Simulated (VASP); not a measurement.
# Pb (I4/mmm) in VASP: single point with LDA

Aim: the single point of Pb with LDA.

Program: VASP 6.6.1. These are calculated values, not measurements. Logs are shortened: lines on timing, memory, paths and dates and some standing lists are left out, and cuts for length are marked.

### 1 The cell of the first run

It takes space group I4/mmm (No. 139, tetragonal). Conventional cell: a = 3.541 Å, b = 3.541 Å, c = 4.807 Å, α = 90.00°, β = 90.00°, γ = 90.00°. Pb (site symmetry 4/mmm) has 12 Pb at 3.47 to 3.54 Å within 4.6 Å.

### 2 Single point, LDA

INCAR reads:

```
SYSTEM = Pb
ALGO = Fast
EDIFF = 1E-7
ENCUT = 520
ISIF = 2
ISMEAR = 0
LASPH = .TRUE.
LCHARG = .FALSE.
LREAL = .FALSE.
LWAVE = .FALSE.
NBANDS = 13
NELM = 100
PREC = Accurate
SIGMA = 0.15
```

KPOINTS reads:

```
k-points
0
G
  18 18 18
  0 0 0
```

POSCAR reads:

```
Pb
1.0
    0.0000000000      2.5036370814      2.4034915982
    2.5036370814      0.0000000000      2.4034915982
    2.5036370814      2.5036370814      0.0000000000
Pb
1
Direct
    0.0000000000      0.0000000000      0.0000000000
```

Potentials or basis: VASP PAW LDA potentials, release 64 (Pb_d).

Command:

```sh
cat potpaw_LDA.64/Pb_d/POTCAR > POTCAR
mpirun -np 1 vasp_std > vasp.out
```

OUTCAR:

```text
SYSTEM = Pb
   EDIFF = 1E-7
   ENCUT = 520
   ISIF = 2
   ISMEAR = 0
   LASPH = .TRUE.
   LREAL = .FALSE.
   NELM = 100
   PREC = Accurate

 ion  position               nearest neighbor table
   1  0.000  0.000  0.000-

  LATTYP: Found a body centered tetragonal cell.
 ALAT       =     3.5406775158
 C/A-ratio  =     1.3576450199

  Lattice vectors:

 A1 = (   0.0000000000,  -2.5036370814,  -2.4034915982)
 A2 = (   0.0000000000,   2.5036370814,  -2.4034915982)
 A3 = (   2.5036370814,   0.0000000000,   2.4034915982)

Analysis of symmetry for initial positions (statically):
=====================================================================
 Subroutine PRICEL returns:
 Original cell was already a primitive cell.

 Routine SETGRP: Setting up the symmetry group for a
 body centered tetragonal supercell.

 Subroutine GETGRP returns: Found 16 space group operations
 (whereof 16 operations were pure point group operations)
 out of a pool of 16 trial point group operations.

The static configuration has the point symmetry D_4h.

Analysis of symmetry for dynamics (positions and initial velocities):
=====================================================================
 Subroutine PRICEL returns:
 Original cell was already a primitive cell.

 Routine SETGRP: Setting up the symmetry group for a
 body centered tetragonal supercell.

 Subroutine GETGRP returns: Found 16 space group operations
 (whereof 16 operations were pure point group operations)
 out of a pool of 16 trial point group operations.

The dynamic configuration has the point symmetry D_4h.

 Subroutine INISYM returns: Found 16 space group operations
 (whereof 16 operations are pure point group operations),
 and found     1 'primitive' translations

----------------------------------------------------------------------------------------

                                     Primitive cell

  volume of cell :      30.1311

  direct lattice vectors                    reciprocal lattice vectors
     0.000000000  2.503637081  2.403491598    -0.199709456  0.199709456  0.208030684
     2.503637081  0.000000000  2.403491598     0.199709456 -0.199709456  0.208030684
     2.503637081  2.503637081  0.000000000     0.199709456  0.199709456 -0.208030684

  length of vectors
     3.470586478  3.470586478  3.540677516     0.350776993  0.350776993  0.350776993

  position of ions in fractional coordinates (direct lattice)
     0.000000000  0.000000000  0.000000000

  ion indices of the primitive-cell ions
   primitive index   ion index
                 1           1

----------------------------------------------------------------------------------------

 KPOINTS: k-points

Automatic generation of k-mesh.
 Grid dimensions read from file:
 generate k-points for:   18   18   18

 Generating k-lattice:

  Cartesian coordinates                     Fractional coordinates (reciprocal lattice)
    -0.011094970  0.011094970  0.011557260     0.055555556  0.000000000  0.000000000
     0.011094970 -0.011094970  0.011557260     0.000000000  0.055555556  0.000000000
     0.011094970  0.011094970 -0.011557260    -0.000000000 -0.000000000  0.055555556

  Length of vectors
     0.019487611  0.019487611  0.019487611

  Shift w.r.t. Gamma in fractional coordinates (k-lattice)
     0.000000000  0.000000000  0.000000000

 Subroutine IBZKPT returns following result:
 ===========================================

 Found    480 irreducible k-points:

 Following reciprocal coordinates:
            Coordinates               Weight
  0.000000  0.000000  0.000000      1.000000
  0.055556  0.000000  0.000000      8.000000
  0.111111  0.000000  0.000000      8.000000
  0.166667  0.000000  0.000000      8.000000
  0.222222  0.000000  0.000000      8.000000
  0.277778  0.000000  0.000000      8.000000
[... 16 lines left out ...]
 -0.277778  0.055556  0.000000      8.000000
 -0.222222  0.055556  0.000000      8.000000
 [... further k-points ...]
   k-points           NKPTS =    480   k-points in BZ     NKDIM =    480   number of bands    NBANDS=     13
   number of dos      NEDOS =    301   number of ions     NIONS =      1
   total plane-waves  NPLWV =  21952
   dimension x,y,z NGX =    28 NGY =   28 NGZ =   28
   dimension x,y,z NGXF=    56 NGYF=   56 NGZF=   56
   ions per type =               1
   NGX,Y,Z   is equivalent  to a cutoff of  13.41, 13.41, 13.15 a.u.
   NGXF,Y,Z  is equivalent  to a cutoff of  26.82, 26.82, 26.29 a.u.
 SYSTEM =  Pb
   PREC   = accura    normal or accurate (medium, high low for compatibility)
   ISTART =      0    job   : 0-new  1-cont  2-samecut
   ICHARG =      2    charge: 1-file 2-atom 10-const
   ISPIN  =      1    spin polarized calculation?
   LNONCOLLINEAR =      F non collinear calculations
   LSORBIT =      F    spin-orbit coupling
   LASPH  =      T    aspherical Exc in radial PAW
   ENCUT  =  520.0 eV  38.22 Ry    6.18 a.u.   6.45  6.45  6.58*2*pi/ulx,y,z
   NELM   =    100;   NELMIN=  2; NELMDL= -5     # of ELM steps
   EDIFF  = 0.1E-06   stopping-criterion for ELM
   LREAL  =      F    real-space projection
   EDIFFG = 0.1E-05   stopping-criterion for IOM
   NSW    =      0    number of steps for IOM
   IBRION =     -1    ionic relax: 0-MD 1-quasi-New 2-CG
   NFREE  =      0    steps in history (QN), initial steepest desc. (CG)
   ISIF   =      2    stress and relaxation
   ISYM   =      2    0-nonsym 1-usesym 2-fastsym
   POTIM  = 0.5000    time-step for ionic-motion
   TEBEG  =    0.0;   TEEND  =   0.0 temperature during run
   PSTRESS=    0.0 pullay stress
   NELECT =      14.0000    total number of electrons
   NUPDOWN=      -1.0000    fix difference up-down
   EMIN   =  10.00;   EMAX   =-10.00  energy-range for DOS
   EFERMI =   0.00;   METHOD = LEGACY
   ISMEAR =     0;   SIGMA  =   0.15  broadening in eV -4-tet -1-fermi 0-gaus
   EFERMI_NEDOS =   21; number of points for ismear=-14 and -15
   IALGO  =     68    algorithm
   IMIX   =      4    mixing-type and parameters
     AMIX     =   0.40;   BMIX     =  1.00
     AMIX_MAG =   1.60;   BMIX_MAG =  1.00
  volume/ion in A,a.u.               =      30.13       203.33
  Fermi-wavevector in a.u.,A,eV,Ry     =   1.267980  2.396135 21.875082  1.607773
  Thomas-Fermi vector in A             =   2.401099
   LORBIT       =      0    0 simple, 1 ext, 2 COOP (PROOUT), +10 PAW based schemes
   GGA     = CA    functional components
   LHFCALC =     F    Hartree Fock is set to
   AEXX    =    0.0000 exact exchange contribution
   IVDW    =     0    specifies the selected vdW correction
   LEPSILON=     F    determine dielectric tensor
   LRPA    =     F    only Hartree local field effects (RPA)
 non-spin polarized calculation
 RMM-DIIS sequential band-by-band and
 Gauss-broadening in eV      SIGMA  =   0.15
  energy-cutoff  :      520.00
  volume of cell :       30.13
 maximum number of plane-waves:       834
 NGX is ok and might be reduce to    28
   NGX = 13   NGY = 13   NGZ = 13

 number of electron      13.9999997 magnetization

 Free energy of the ion-electron system (eV)
  ---------------------------------------------------
  ext. energy  EPLUGINS =         0.00000000
  ---------------------------------------------------
  free energy    TOTEN  =        -4.24888761 eV

  energy without entropy =       -4.24179681  energy(sigma->0) =       -4.24534221

 E-fermi :   7.1105     XC(G=0): -10.4851

 val. band max:        7.1052036142   @ k =  -0.4444  -0.0000   0.3889
 cond. band min:       7.1148385753   @ k =  -0.1667   0.4444   0.3889
 fundamental gap:      0.0096349611
 Fermi energy:         7.1105178683

 k-point     1 :       0.0000    0.0000    0.0000
  band No.  band energies     occupation
      1      -9.9503      2.00000
      2      -9.9503      2.00000
      3      -9.8997      2.00000
      4      -9.8115      2.00000
      5      -9.7670      2.00000
      6      -4.7297      2.00000
      7      14.4246      0.00000
      8      14.5083      0.00000
      9      14.5083      0.00000
     10      16.9286      0.00000
     11      18.6359      0.00000
     12      19.6327      0.00000
     13      19.6849      0.00000

 k-point     2 :       0.0556    0.0000    0.0000
  band No.  band energies     occupation
      1      -9.9483      2.00000
      2      -9.9454      2.00000
      3      -9.8973      2.00000
      4      -9.8112      2.00000
      5      -9.7680      2.00000
      6      -4.6700      2.00000
      7      13.7138      0.00000
      8      14.3948      0.00000
      9      14.4158      0.00000
     10      16.7675      0.00000
     11      18.9845      0.00000
     12      19.7750      0.00000
     13      19.7986      0.00000

 k-point     3 :       0.1111    0.0000    0.0000
  band No.  band energies     occupation
      1      -9.9441      2.00000
      2      -9.9330      2.00000
      3      -9.8903      2.00000
      4      -9.8086      2.00000
      5      -9.7698      2.00000
      6      -4.4904      2.00000
      7      12.1394      0.00000
      8      14.1670      0.00000
      9      14.2264      0.00000
     10      16.5449      0.00000
     11      19.5455      0.00000
     12      20.1278      0.00000
     13      20.1379      0.00000

 k-point     4 :       0.1667    0.0000    0.0000
  band No.  band energies     occupation
      1      -9.9415      2.00000
      2      -9.9204      2.00000
      3      -9.8808      2.00000
      4      -9.7980      2.00000
      5      -9.7681      2.00000
      6      -4.1912      2.00000
      7      10.3937      0.00000
      8      13.8240      0.00000
      9      13.9912      0.00000
     10      16.3580      0.00000
     11      19.4681      0.00000
     12      19.8584      0.00000
     13      20.3412      0.00000

 k-point     5 :       0.2222    0.0000    0.0000
  band No.  band energies     occupation
      1      -9.9424      2.00000
      2      -9.9157      2.00000
      3      -9.8755      2.00000
      4      -9.7739      2.00000
      5      -9.7570      2.00000
      6      -3.7739      2.00000
      7       8.6701      0.00000
      8      13.4465      0.00000
      9      13.7284      0.00000
     10      16.2242      0.00000
     11      18.7727      0.00000
     12      19.3277      0.00000
     13      20.4861      0.00000
[... 257 lines left out ...]
 k-point    22 :      -0.3333    0.0556    0.0000
  band No.  band energies     occupation
      1      -9.9505      2.00000
      2      -9.9230      2.00000
      3      -9.8882      2.00000
      4      -9.7066      2.00000
      5      -9.6908      2.00000
      6      -2.3766      2.00000
      7       5.1821      2.00000
      8      12.3173      0.00000
      9      12.8979      0.00000
     10      16.2766      0.00000
     11      17.0286      0.00000
     12      18.3024      0.00000
     13      20.6458      0.00000

 k-point    23 :      -0.2778    0.0556    0.0000
  band No.  band energies     occupation
      1      -9.9470      2.00000
      2      -9.9148      2.00000
      3      -9.8785      2.00000
      4      -9.7463      2.00000
      5      -9.7129      2.00000
      6      -3.0175      2.00000
      7       6.6209      2.00000
      8      12.4363      0.00000
      9      13.3184      0.00000
     10      16.3950      0.00000
     11      17.3703      0.00000
     12      18.5060      0.00000
     13      21.2079      0.00000

 k-point    24 :      -0.2222    0.0556    0.0000
  band No.  band energies     occupation
      1      -9.9456      2.00000
      2      -9.9094      2.00000
      3      -9.8711      2.00000
      4      -9.7836      2.00000
      5      -9.7352      2.00000
      6      -3.5749      2.00000
      7       8.2068      0.00000
      8      12.6287      0.00000
      9      13.7604      0.00000
     10      16.5071      0.00000
     11      17.8877      0.00000
     12      18.8221      0.00000
     13      21.0809      0.00000

 [... further k-points ...]

------------------------ aborting loop because EDIFF is reached ----------------------------------------

  FORCE on cell =-STRESS in cart. coord.  units (eV):
  Direction    XX          YY          ZZ          XY          YZ          ZX
  --------------------------------------------------------------------------------------
  -------------------------------------------------------------------------------------
  Total       -0.3277960     -0.3277960     -0.2867864      0.0000000      0.0000000     -0.0000000
  in kB      -17.4300594    -17.4300594    -15.2494362      0.0000000      0.0000000     -0.0000000
  external PRESSURE =     -16.7031850 kB  Pullay stress =       0.0000000 kB

 VOLUME and BASIS-vectors are now :
 -----------------------------------------------------------------------------
  energy-cutoff  :      520.00
  volume of cell :       30.13
      direct lattice vectors                 reciprocal lattice vectors
     0.000000000  2.503637081  2.403491598    -0.199709456  0.199709456  0.208030684
     2.503637081  0.000000000  2.403491598     0.199709456 -0.199709456  0.208030684
     2.503637081  2.503637081  0.000000000     0.199709456  0.199709456 -0.208030684

 POSITION                                       TOTAL-FORCE (eV/Angst)
 -----------------------------------------------------------------------------------
      0.00000      0.00000      0.00000         0.000000      0.000000      0.000000
 -----------------------------------------------------------------------------------
    total drift:                               -0.000000     -0.000000     -0.000000

  FREE ENERGIE OF THE ION-ELECTRON SYSTEM (eV)
  ---------------------------------------------------
  free  energy   TOTEN  =        -4.2488876052 eV

  energy  without entropy=       -4.2417968136  energy(sigma->0) =       -4.24534221
```

It took 94 s on 1 thread of Intel Xeon 6975P-C (Granite Rapids), shared host; peak memory 0.27 GiB.

Results:

| Item | Value |
| --- | --- |
| Free energy | -4.2489 eV |
| Pressure | -1.7 GPa |
| Band gap on the k mesh | zero (band 7 reaches 14.42 eV, above the bottom of band 8 at 5.43 eV) |

Levels at points of the mesh, in eV from the Fermi level:
| k point | band 5 | band 6 | band 7 | band 8 | band 9 | band 10 |
| --- | --- | --- | --- | --- | --- | --- |
| (0.00, 0.00, 0.00) | -16.88 | -11.84 | 7.31 | 7.40 | 7.40 | 9.82 |
| (0.50, 0.00, 0.00) | -16.75 | -8.18 | -4.26 | 5.19 | 5.81 | 9.35 |
| (0.50, 0.50, 0.00) | -16.72 | -6.47 | -3.10 | 1.66 | 1.66 | 5.16 |
| (0.50, 0.00, 0.50) | -16.71 | -6.92 | -3.44 | 2.04 | 2.30 | 5.62 |

Caveat: spin-orbit coupling is left out, which moves the levels of the heavy elements.
